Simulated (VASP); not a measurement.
# Rh (P6_3/mmc) in VASP: further runs

Runs on Rh. Level: PBE. Tasks: single point.

Everything below comes from runs of VASP 6.6.1. Logs are shortened: lines on timing, memory, paths and dates and some standing lists are left out, and cuts for length are marked.

### Step 1. The cell of the first run

Symmetry: P6_3/mmc, No. 194, hexagonal system. Conventional cell: a = 2.830 Å, b = 2.830 Å, c = 4.554 Å, α = 90.00°, β = 90.00°, γ = 120.00°. Within 3.7 Å of Rh (site symmetry -6m2) lie 12 Rh at 2.80 to 2.83 Å.

This isn't the form of Rh at room conditions, which is fcc.

### Step 2. Single point, PBE, collinear spin (15.79 Å³/atom)

Contents of INCAR:

```
ALGO = Normal
EDIFF = 1E-6
ENCUT = 500
GGA = PE
GGA_COMPAT = F
ISIF = 2
ISMEAR = 0
ISPIN = 2
LASPH = T
LCHARG = F
LMAXMIX = 4
LORBIT = 11
LREAL = F
LWAVE = F
MAGMOM = 0.125 0.125
NBANDS = 26
NELM = 200
NUPDOWN = 0.25
PREC = Accurate
SIGMA = 0.15
```

Contents of KPOINTS:

```
k-points
0
Gamma
  21 21 12
```

Contents of POSCAR:

```
Rh
1.0
    2.8297519717      0.0000000000      0.0000000000
   -1.4148759859      2.4506370939      0.0000000000
    0.0000000000      0.0000000000      4.5539132325
Rh
2
Direct
    0.6666666667      0.3333333333      0.7500000000
    0.3333333333      0.6666666667      0.2500000000
```

Potentials or basis: VASP PAW PBE potentials, release 64 (Rh_pv).

Started as:

```bash
> cat potpaw_PBE.64/Rh_pv/POTCAR > POTCAR
> mpirun -np 1 vasp_std > vasp.out
```

OUTCAR:

```text
EDIFF = 1E-6
   ENCUT = 500
   GGA = PE
   ISIF = 2
   ISMEAR = 0
   ISPIN = 2
   LASPH = T
   LORBIT = 11
   LREAL = F
   NELM = 200
   NUPDOWN = 0.25
   PREC = Accurate

 ion  position               nearest neighbor table
   1  0.667  0.333  0.750-   2 2.80   2 2.80   2 2.80   2 2.80   2 2.80   2 2.80
   2  0.333  0.667  0.250-   1 2.80   1 2.80   1 2.80   1 2.80   1 2.80   1 2.80

  LATTYP: Found a hexagonal cell.
 ALAT       =     2.8297519717
 C/A-ratio  =     1.6092976621

  Lattice vectors:

 A1 = (   2.8297519717,   0.0000000000,   0.0000000000)
 A2 = (  -1.4148759859,   2.4506370939,   0.0000000000)
 A3 = (   0.0000000000,   0.0000000000,   4.5539132325)

Analysis of symmetry for initial positions (statically):
=====================================================================
 Subroutine PRICEL returns:
 Original cell was already a primitive cell.

 Routine SETGRP: Setting up the symmetry group for a
 hexagonal supercell.

 Subroutine GETGRP returns: Found 24 space group operations
 (whereof 12 operations were pure point group operations)
 out of a pool of 24 trial point group operations.

The static configuration has the point symmetry D_3d.
 The point group associated with its full space group is D_6h.

Analysis of symmetry for dynamics (positions and initial velocities):
=====================================================================
 Subroutine PRICEL returns:
 Original cell was already a primitive cell.

 Routine SETGRP: Setting up the symmetry group for a
 hexagonal supercell.

 Subroutine GETGRP returns: Found 24 space group operations
 (whereof 12 operations were pure point group operations)
 out of a pool of 24 trial point group operations.

The dynamic configuration has the point symmetry D_3d.
 The point group associated with its full space group is D_6h.

Analysis of structural, dynamic, and magnetic symmetry:
=====================================================================
 Subroutine PRICEL returns:
 Original cell was already a primitive cell.

 Routine SETGRP: Setting up the symmetry group for a
 hexagonal supercell.

 Subroutine GETGRP returns: Found 24 space group operations
 (whereof 12 operations were pure point group operations)
 out of a pool of 24 trial point group operations.

The overall configuration has the point symmetry D_3d.
 The point group associated with its full space group is D_6h.
[... 117 lines left out ...]
   IMIX   =      4    mixing-type and parameters
     AMIX     =   0.40;   BMIX     =  1.00
     AMIX_MAG =   1.60;   BMIX_MAG =  1.00
  volume/ion in A,a.u.               =      15.79       106.56
  Fermi-wavevector in a.u.,A,eV,Ry     =   1.609328  3.041189 35.238223  2.589936
  Thomas-Fermi vector in A             =   2.705055
   LORBIT       =     11    0 simple, 1 ext, 2 COOP (PROOUT), +10 PAW based schemes
   GGA     = PE    functional components
   LHFCALC =     F    Hartree Fock is set to
   AEXX    =    0.0000 exact exchange contribution
   IVDW    =     0    specifies the selected vdW correction
   LEPSILON=     F    determine dielectric tensor
   LRPA    =     F    only Hartree local field effects (RPA)
 spin polarized calculation
 Gauss-broadening in eV      SIGMA  =   0.15
  energy-cutoff  :      500.00
  volume of cell :       31.58
 maximum number of plane-waves:       817
 NGX is ok and might be reduce to    24
   NGX = 11   NGY = 11   NGZ = 17

 number of electron      29.9999992 magnetization       0.2500000

 Free energy of the ion-electron system (eV)
  ---------------------------------------------------
  ext. energy  EPLUGINS =         0.00000000
  ---------------------------------------------------
  free energy    TOTEN  =       -14.20958234 eV

  energy without entropy =      -14.16232913  energy(sigma->0) =      -14.18595573

 E-fermi :   9.5998     XC(G=0): -13.1546

 val. band max:        9.6190348328   @ k =   0.2857   0.1429   0.0000
 cond. band min:       9.6000188450   @ k =   0.0952   0.0476   0.5000
 fundamental gap:     -0.0190159878
 Fermi energy:         9.6220973585

 spin component 1

 k-point     1 :       0.0000    0.0000    0.0000
  band No.  band energies     occupation
      1     -37.1159      1.00000
      2     -36.7016      1.00000
      3     -36.7016      1.00000
      4     -36.6506      1.00000
      5     -36.6321      1.00000
      6     -36.6321      1.00000
[... 685 lines left out ...]
     25      30.2472      0.00000
     26      30.4429      0.00000

 [... further k-points ...]

 spin component 2

 k-point     1 :       0.0000    0.0000    0.0000
  band No.  band energies     occupation
      1     -37.0095      1.00000
      2     -36.5987      1.00000
      3     -36.5987      1.00000
      4     -36.5426      1.00000
      5     -36.5290      1.00000
      6     -36.5290      1.00000
[... 685 lines left out ...]
     25      30.2680      0.00000
     26      30.6005      0.00000

 [... further k-points ...]

------------------------ aborting loop because EDIFF is reached ----------------------------------------

  FORCE on cell =-STRESS in cart. coord.  units (eV):
  Direction    XX          YY          ZZ          XY          YZ          ZX
  --------------------------------------------------------------------------------------
  -------------------------------------------------------------------------------------
  Total       -4.1510783     -4.1510783     -4.2289783      0.0000000      0.0000000      0.0000000
  in kB     -210.6004940   -210.6004940   -214.5526655      0.0000000      0.0000000      0.0000000
  external PRESSURE =    -211.9178845 kB  Pullay stress =       0.0000000 kB

 VOLUME and BASIS-vectors are now :
 -----------------------------------------------------------------------------
  energy-cutoff  :      500.00
  volume of cell :       31.58
      direct lattice vectors                 reciprocal lattice vectors
     2.829751972  0.000000000  0.000000000     0.353387862  0.204028577  0.000000000
    -1.414875986  2.450637094  0.000000000     0.000000000  0.408057155  0.000000000
     0.000000000  0.000000000  4.553913233     0.000000000  0.000000000  0.219591360

 POSITION                                       TOTAL-FORCE (eV/Angst)
 -----------------------------------------------------------------------------------
      1.41488      0.81688      3.41543         0.000000     -0.000000      0.000000
     -0.00000      1.63376      1.13848        -0.000000      0.000000      0.000000
 -----------------------------------------------------------------------------------
    total drift:                               -0.000000      0.000000     -0.000000

  FREE ENERGIE OF THE ION-ELECTRON SYSTEM (eV)
  ---------------------------------------------------
  free  energy   TOTEN  =       -14.2095823365 eV

  energy  without entropy=      -14.1623291281  energy(sigma->0) =      -14.18595573

 total charge

# of ion       s       p       d       tot
------------------------------------------
    1        0.356   6.221   6.998  13.575
    2        0.356   6.221   6.998  13.575
--------------------------------------------------
tot          0.712  12.441  13.996  27.149

 magnetization (x)

# of ion       s       p       d       tot
------------------------------------------
    1       -0.000  -0.001   0.128   0.127
    2       -0.000  -0.001   0.128   0.127
--------------------------------------------------
tot         -0.001  -0.002   0.256   0.253
```

OSZICAR:

```text
N       E                     dE             d eps       ncg     rms          rms(c)
DAV:   1     0.326600585612E+03    0.32660E+03   -0.17611E+04 35096   0.125E+03
DAV:   2    -0.691088849828E+01   -0.33351E+03   -0.31958E+03 36180   0.407E+02
DAV:   3    -0.151311723620E+02   -0.82203E+01   -0.81416E+01 40006   0.709E+01
DAV:   4    -0.151865060616E+02   -0.55334E-01   -0.55317E-01 38816   0.586E+00
DAV:   5    -0.151873257351E+02   -0.81967E-03   -0.81960E-03 41446   0.744E-01    0.104E+01
DAV:   6    -0.142271117330E+02    0.96021E+00   -0.19200E+00 37002   0.140E+01    0.325E+00
DAV:   7    -0.142142786850E+02    0.12833E-01   -0.30121E-02 40930   0.115E+00    0.177E+00
DAV:   8    -0.142094609468E+02    0.48177E-02   -0.50840E-03 38040   0.702E-01    0.195E-01
DAV:   9    -0.142095981131E+02   -0.13717E-03   -0.18340E-04 44480   0.124E-01    0.494E-02
DAV:  10    -0.142095798250E+02    0.18288E-04   -0.95453E-06 39342   0.283E-02    0.146E-02
DAV:  11    -0.142095816193E+02   -0.17943E-05   -0.24738E-06 34788   0.133E-02    0.637E-03
DAV:  12    -0.142095823365E+02   -0.71724E-06   -0.60054E-07 24598   0.748E-03
   1 F= -.14209582E+02 E0= -.14185956E+02  d E =-.472532E-01  mag=     0.2500
```

stdout:

```text
POSCAR found type information on POSCAR Rh
 POSCAR found :  1 types and       2 ions
 scaLAPACK will be used
 LDA part: xc-table for (Slater+PW92), standard interpolation
 POSCAR, INCAR and KPOINTS ok, starting setup
 FFT: planning ... GRIDC
 FFT: planning ... GRID_SOFT
 FFT: planning ... GRID
 WAVECAR not read
 entering main loop
```

It took 4.6 min on 1 thread of AMD EPYC 9R45 (Zen 5), shared host; peak memory 0.4 GiB.

What came out:

```
Free energy                                           : -14.2096 eV
Pressure                                              : -21.2 GPa
Net moment                                            : 0.25 μB per cell
Site moments                                          : Rh +0.13 μB
Valence electrons inside the program's atomic spheres : Rh 13.57
```

Caveat: the cell stands under tension; the total moment is fixed, so each spin has its own Fermi level and the state may be an excited one.

[end of part 1 of 2]
